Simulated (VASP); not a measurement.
# RbBr (P4mm) in VASP: single point with PBE+D3(BJ)

Aim: the single point of RbBr with PBE+D3(BJ).

All numbers are computed with VASP 6.6.1; they aren't measurements. Logs are shortened: lines on timing, memory, paths and dates and some standing lists are left out, and cuts for length are marked.

### 1 The cell of the first run

It takes space group P4mm (No. 99, tetragonal). The conventional cell has a = 4.126 Å, b = 4.126 Å, c = 4.126 Å, α = 90.00°, β = 90.00°, γ = 90.00°. Within 4.4 Å of Rb (site symmetry 4mm) lie 8 Br at 3.31 to 3.88 Å and 6 Rb at 4.13 Å. Within 4.4 Å of Br (site symmetry 4mm) lie 8 Rb at 3.31 to 3.88 Å and 6 Br at 4.13 Å.

### 2 Single point, PBE+D3(BJ)

INCAR

```
SYSTEM = RbBr
  PREC = Accurate
  ENCUT = 520
  EDIFF = 1E-6
  ISMEAR = 0
  SIGMA = 0.1
  LREAL = .FALSE.
  LASPH = .TRUE.
  NELM = 60
  ALGO = Normal
  ISIF = 2
  LWAVE = .FALSE.
  LCHARG = .FALSE.
  GGA = PE
  IVDW = 12
  NELECT = 14.0
  NBANDS = 15
```

KPOINTS

```
Automatic mesh
0
G
  4 4 4
  0 0 0
```

POSCAR

```
RbBr
1.0
    4.1260773000      0.0000000000      0.0000000000
    0.0000000000      4.1260773000      0.0000000000
    0.0000000000      0.0000000000      4.1260773000
Rb Br
1 1
Direct
    0.0000000000      0.0000000000      0.1211804733
    0.5000000000      0.5000000000      0.5000000000
```

Potentials or basis: VASP PAW PBE potentials, release 64 (Rb_sv, Br).

Started as:

```sh
cat potpaw_PBE.64/Rb_sv/POTCAR potpaw_PBE.64/Br/POTCAR > POTCAR
mpirun -np 1 vasp_std > vasp.out
```

OUTCAR:

```text
SYSTEM = RbBr
   PREC = Accurate
   ENCUT = 520
   EDIFF = 1E-6
   ISMEAR = 0
   LREAL = .FALSE.
   LASPH = .TRUE.
   NELM = 60
   ISIF = 2
   GGA = PE
   IVDW = 12
   NELECT = 14.0
 IVDW          = 12

 ion  position               nearest neighbor table
   1  0.000  0.000  0.121-   2 3.31   2 3.31   2 3.31   2 3.31   2 3.88   2 3.88   2 3.88   2 3.88

   2  0.500  0.500  0.500-   1 3.31   1 3.31   1 3.31   1 3.31   1 3.88   1 3.88   1 3.88   1 3.88

  LATTYP: Found a simple cubic cell.
 ALAT       =     4.1260773000

  Lattice vectors:

 A1 = (   4.1260773000,   0.0000000000,   0.0000000000)
 A2 = (   0.0000000000,   4.1260773000,   0.0000000000)
 A3 = (   0.0000000000,   0.0000000000,   4.1260773000)

Analysis of symmetry for initial positions (statically):
=====================================================================
 Subroutine PRICEL returns:
 Original cell was already a primitive cell.

 Routine SETGRP: Setting up the symmetry group for a
 simple cubic supercell.

 Subroutine GETGRP returns: Found  8 space group operations
 (whereof  8 operations were pure point group operations)
 out of a pool of 48 trial point group operations.

The static configuration has the point symmetry C_4v.

Analysis of symmetry for dynamics (positions and initial velocities):
=====================================================================
 Subroutine PRICEL returns:
 Original cell was already a primitive cell.

 Routine SETGRP: Setting up the symmetry group for a
 simple cubic supercell.

 Subroutine GETGRP returns: Found  8 space group operations
 (whereof  8 operations were pure point group operations)
 out of a pool of 48 trial point group operations.

The dynamic configuration has the point symmetry C_4v.

 Subroutine INISYM returns: Found  8 space group operations
 (whereof  8 operations are pure point group operations),
 and found     1 'primitive' translations

----------------------------------------------------------------------------------------

                                     Primitive cell

  volume of cell :      70.2445

  direct lattice vectors                    reciprocal lattice vectors
     4.126077300  0.000000000  0.000000000     0.242360947  0.000000000  0.000000000
     0.000000000  4.126077300  0.000000000     0.000000000  0.242360947  0.000000000
     0.000000000  0.000000000  4.126077300     0.000000000  0.000000000  0.242360947

  length of vectors
     4.126077300  4.126077300  4.126077300     0.242360947  0.242360947  0.242360947

  position of ions in fractional coordinates (direct lattice)
     0.000000000  0.000000000  0.121180473
     0.500000000  0.500000000  0.500000000

  ion indices of the primitive-cell ions
   primitive index   ion index
                 1           1
                 2           2

----------------------------------------------------------------------------------------

 KPOINTS: Automatic mesh

Automatic generation of k-mesh.
 Grid dimensions read from file:
 generate k-points for:    4    4    4

 Generating k-lattice:

  Cartesian coordinates                     Fractional coordinates (reciprocal lattice)
     0.060590237  0.000000000  0.000000000     0.250000000  0.000000000  0.000000000
     0.000000000  0.060590237  0.000000000     0.000000000  0.250000000  0.000000000
     0.000000000  0.000000000  0.060590237     0.000000000  0.000000000  0.250000000

  Length of vectors
     0.060590237  0.060590237  0.060590237

  Shift w.r.t. Gamma in fractional coordinates (k-lattice)
     0.000000000  0.000000000  0.000000000

 Subroutine IBZKPT returns following result:
 ===========================================

 Found     18 irreducible k-points:

 Following reciprocal coordinates:
            Coordinates               Weight
  0.000000  0.000000  0.000000      1.000000
  0.250000  0.000000  0.000000      4.000000
  0.000000  0.000000  0.250000      2.000000
  0.500000  0.000000  0.000000      2.000000
  0.000000  0.000000  0.500000      1.000000
  0.250000  0.250000  0.000000      4.000000
[... 10 lines left out ...]
  0.250000  0.500000  0.500000      4.000000
  0.500000  0.500000  0.500000      1.000000
   k-points           NKPTS =     18   k-points in BZ     NKDIM =     18   number of bands    NBANDS=     15
   number of dos      NEDOS =    301   number of ions     NIONS =      2
   total plane-waves  NPLWV =  32768
   dimension x,y,z NGX =    32 NGY =   32 NGZ =   32
   dimension x,y,z NGXF=    64 NGYF=   64 NGZF=   64
   ions per type =               1   1
   NGX,Y,Z   is equivalent  to a cutoff of  12.89, 12.89, 12.89 a.u.
   NGXF,Y,Z  is equivalent  to a cutoff of  25.79, 25.79, 25.79 a.u.
 SYSTEM =  RbBr
   PREC   = accura    normal or accurate (medium, high low for compatibility)
   ISTART =      0    job   : 0-new  1-cont  2-samecut
   ICHARG =      2    charge: 1-file 2-atom 10-const
   ISPIN  =      1    spin polarized calculation?
   LNONCOLLINEAR =      F non collinear calculations
   LSORBIT =      F    spin-orbit coupling
   LASPH  =      T    aspherical Exc in radial PAW
   ENCUT  =  520.0 eV  38.22 Ry    6.18 a.u.   7.67  7.67  7.67*2*pi/ulx,y,z
   NELM   =     60;   NELMIN=  2; NELMDL= -5     # of ELM steps
   EDIFF  = 0.1E-05   stopping-criterion for ELM
   LREAL  =      F    real-space projection
   EDIFFG = 0.1E-04   stopping-criterion for IOM
   NSW    =      0    number of steps for IOM
   IBRION =     -1    ionic relax: 0-MD 1-quasi-New 2-CG
   NFREE  =      0    steps in history (QN), initial steepest desc. (CG)
   ISIF   =      2    stress and relaxation
   ISYM   =      2    0-nonsym 1-usesym 2-fastsym
   POTIM  = 0.5000    time-step for ionic-motion
   TEBEG  =    0.0;   TEEND  =   0.0 temperature during run
   PSTRESS=    0.0 pullay stress
   NELECT =      14.0000    total number of electrons
   NUPDOWN=      -1.0000    fix difference up-down
   EMIN   =  10.00;   EMAX   =-10.00  energy-range for DOS
[... 5 lines left out ...]
     AMIX     =   0.40;   BMIX     =  1.00
     AMIX_MAG =   1.60;   BMIX_MAG =  1.00
  volume/ion in A,a.u.               =      35.12       237.02
  Fermi-wavevector in a.u.,A,eV,Ry     =   0.956269  1.807087 12.441857  0.914451
  Thomas-Fermi vector in A             =   2.085182
   LORBIT       =      0    0 simple, 1 ext, 2 COOP (PROOUT), +10 PAW based schemes
   GGA     = PE    functional components
   LHFCALC =     F    Hartree Fock is set to
   AEXX    =    0.0000 exact exchange contribution
   IVDW    =    12    specifies the selected vdW correction
   LEPSILON=     F    determine dielectric tensor
   LRPA    =     F    only Hartree local field effects (RPA)
 non-spin polarized calculation
 Gauss-broadening in eV      SIGMA  =   0.10
  energy-cutoff  :      520.00
  volume of cell :       70.24
 maximum number of plane-waves:      1924
 NGX is ok and might be reduce to    32
   NGX = 15   NGY = 15   NGZ = 15

 number of electron      14.0000002 magnetization

 Free energy of the ion-electron system (eV)
  ---------------------------------------------------
  ext. energy  EPLUGINS =         0.00000000
  ---------------------------------------------------
  free energy    TOTEN  =        -1.54475410 eV

  energy without entropy =       -1.50321657  energy(sigma->0) =       -1.52398533

 E-fermi :  -3.7501     XC(G=0):  -7.1430

 val. band max:       -3.7807687454   @ k =   0.0000   0.5000   0.2500
 cond. band min:      -3.7468762343   @ k =   0.2500   0.2500   0.0000
 fundamental gap:      0.0338925111
 Fermi energy:        -3.7500527179

 k-point     1 :       0.0000    0.0000    0.0000
  band No.  band energies     occupation
      1     -23.7371      2.00000
      2     -16.7719      2.00000
      3      -7.8859      2.00000
      4      -7.8859      2.00000
      5      -7.7486      2.00000
      6      -3.6022      0.03651
      7      -3.5245      0.00142
      8      -3.5245      0.00142
      9       4.3925      0.00000
     10       5.8277      0.00000
     11       6.4627      0.00000
     12       9.8311      0.00000
     13      10.5851      0.00000
     14      10.5851      0.00000
     15      11.1173      0.00000

 k-point     2 :       0.2500    0.0000    0.0000
  band No.  band energies     occupation
      1     -23.7232      2.00000
      2     -16.7644      2.00000
      3      -7.9829      2.00000
      4      -7.8292      2.00000
      5      -7.7364      2.00000
      6      -3.9869      1.99919
      7      -3.6064      0.04217
      8      -3.5760      0.01381
      9       5.4343      0.00000
     10       6.5735      0.00000
     11       6.9410      0.00000
     12       9.4591      0.00000
     13       9.6573      0.00000
     14      10.6078      0.00000
     15      10.8630      0.00000

 k-point     3 :       0.0000    0.0000    0.2500
  band No.  band energies     occupation
      1     -23.7254      2.00000
      2     -16.7554      2.00000
      3      -7.8713      2.00000
      4      -7.8479      2.00000
      5      -7.8479      2.00000
      6      -4.0392      1.99996
      7      -3.5573      0.00642
      8      -3.5573      0.00642
      9       5.4568      0.00000
     10       6.2510      0.00000
     11       7.3963      0.00000
     12      10.1041      0.00000
     13      10.1041      0.00000
     14      10.1561      0.00000
     15      10.7849      0.00000
[... 235 lines left out ...]
 k-point    17 :       0.2500    0.5000    0.5000
  band No.  band energies     occupation
      1     -23.6796      2.00000
      2     -16.6539      2.00000
      3      -8.1663      2.00000
      4      -8.0945      2.00000
      5      -7.9237      2.00000
      6      -4.1873      2.00000
      7      -4.0685      1.99999
      8      -3.8237      1.70253
      9       6.7579      0.00000
     10       7.2782      0.00000
     11       8.3481      0.00000
     12       8.5833      0.00000
     13      10.1744      0.00000
     14      10.2602      0.00000
     15      12.7909      0.00000

 k-point    18 :       0.5000    0.5000    0.5000
  band No.  band energies     occupation
      1     -23.6695      2.00000
      2     -16.6191      2.00000
      3      -8.1457      2.00000
      4      -8.1457      2.00000
      5      -7.9790      2.00000
      6      -4.2664      2.00000
      7      -4.1479      2.00000
      8      -4.1479      2.00000
      9       7.8303      0.00000
     10       7.8303      0.00000
     11       8.5276      0.00000
     12       9.4902      0.00000
     13      10.0316      0.00000
     14      10.0316      0.00000
     15      12.8876      0.00000

------------------------ aborting loop because EDIFF is reached ----------------------------------------

 Edisp (eV)   -0.45947

 E8    (eV) :    -0.2264

  FORCE on cell =-STRESS in cart. coord.  units (eV):
  Direction    XX          YY          ZZ          XY          YZ          ZX
  --------------------------------------------------------------------------------------
  -------------------------------------------------------------------------------------
  Total      -9.89805    -9.89805   -10.78533     0.00000     0.00000     0.00000
  in kB    -225.76066  -225.76066  -245.99811     0.00000     0.00000     0.00000
  external pressure =     -232.51 kB  Pullay stress =        0.00 kB

 VOLUME and BASIS-vectors are now :
 -----------------------------------------------------------------------------
  energy-cutoff  :      520.00
  volume of cell :       70.24
      direct lattice vectors                 reciprocal lattice vectors
     4.126077300  0.000000000  0.000000000     0.242360947  0.000000000  0.000000000
     0.000000000  4.126077300  0.000000000     0.000000000  0.242360947  0.000000000
     0.000000000  0.000000000  4.126077300     0.000000000  0.000000000  0.242360947

 POSITION                                       TOTAL-FORCE (eV/Angst)
 -----------------------------------------------------------------------------------
      0.00000      0.00000      0.50000         0.000000      0.000000     -0.647793
      2.06304      2.06304      2.06304        -0.000000     -0.000000      0.647793
 -----------------------------------------------------------------------------------
    total drift:                                0.000000      0.000000      0.000403

  FREE ENERGIE OF THE ION-ELECTRON SYSTEM (eV)
  ---------------------------------------------------
  free  energy   TOTEN  =        -2.0042286940 eV

  energy  without entropy=       -1.9626911599  energy(sigma->0) =       -1.98345993
```

It took 12 s on 1 thread of Intel Xeon 6975P-C, shared host; peak memory 0.19 GiB.

What came out:

```yaml
Free_energy: -2.0042 eV
Largest_force: 0.648 eV/Å
Dispersion_energy_per_atom: -0.230 eV
```

Forces on the atoms (eV/Å):
```
Rb   0.000  0.000 -0.648
Br   0.000  0.000  0.648
```

Caveat: the k points lie up to 0.38 Å⁻¹ apart; the cell carries a net charge on a neutralising background, which shifts energy and pressure; the cell is charged against a uniform background, so pressure and absolute levels hang on convention; three body term missing; pairwise dispersion overbinds metals, which lowers pressure and volume.
